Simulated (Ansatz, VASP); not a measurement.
## Two plane-wave programs on MgS

The input INCAR:

```
SYSTEM = MgS
PREC = Accurate ; ENCUT = 600
EDIFF = 1E-6 ; ISMEAR = 0
SIGMA = 0.05 ; LREAL = .FALSE.
LASPH = .TRUE. ; NELM = 120
ALGO = Normal ; ISIF = 2
LWAVE = .FALSE. ; LCHARG = .FALSE.
GGA = PS ; NBANDS = 11
GGA_COMPAT = .FALSE.
```

KPOINTS

```
regular mesh
0
G
  8 8 8
  0 0 0
```

File POSCAR:

```
MgS
1.0
    0.0000000000      2.6016500000      2.4975840000
    2.6016500000      0.0000000000      2.4975840000
    2.6016500000      2.6016500000      0.0000000000
Mg S
1 1
Direct
    0.0000000000      0.0000000000      0.0000000000
    0.5000000000      0.5000000000      0.5000000000
```

Input for Ansatz:

```yaml
crystal:
  lattice:
    - [0.0, 2.60165, 2.497584]
    - [2.60165, 0.0, 2.497584]
    - [2.60165, 2.60165, 0.0]
  atoms:
    - { symbol: Mg, position: [0.0, 0.0, 0.0] }
    - { symbol: S, position: [0.5, 0.5, 0.5] }
basis:
  ecutwfc: 420
kpoints:
  mp_grid: { grid: [8, 8, 8] }
hamiltonian:
  xc: pbesol
scf:
  occupations: { method: gaussian, width: 0.05 }
output:
  forces: true
  stress: true
  eigenvalues: true
```

Change from the starting cell: strain +0.000 along x and y, -0.040 along z, atoms carried along.

Alike in both runs: task single point; functional PBEsol; k mesh 8 × 8 × 8; occupations gaussian, width 0.05 eV; no spin polarisation.

|  | VASP | Ansatz |
| --- | --- | --- |
| version | VASP 6.6.1 | Ansatz 0.2.0 |
| potentials or method | VASP PAW PBE potentials, release 64 (Mg, S), cutoff 600 eV | scalar-relativistic, plane waves, PAW |
| valence electrons in the cell | 8 | 16 |

```csv
,VASP,Ansatz,Ansatz less VASP
gap on the k mesh at the Fermi level (eV),2.60,2.59,-0.005
least direct gap on the mesh (eV),3.86,3.86,-0.001
pressure (GPa),2.5,2.7,+0.18
"traceless stress, the component that is largest in VASP (GPa)",3.75,3.75,+0.004
```

VASP's potentials were made for PBE, not for PBEsol. VASP's potentials hold 8 valence electrons a cell and Ansatz's 16, so a difference there can come from the potentials and not from the codes.
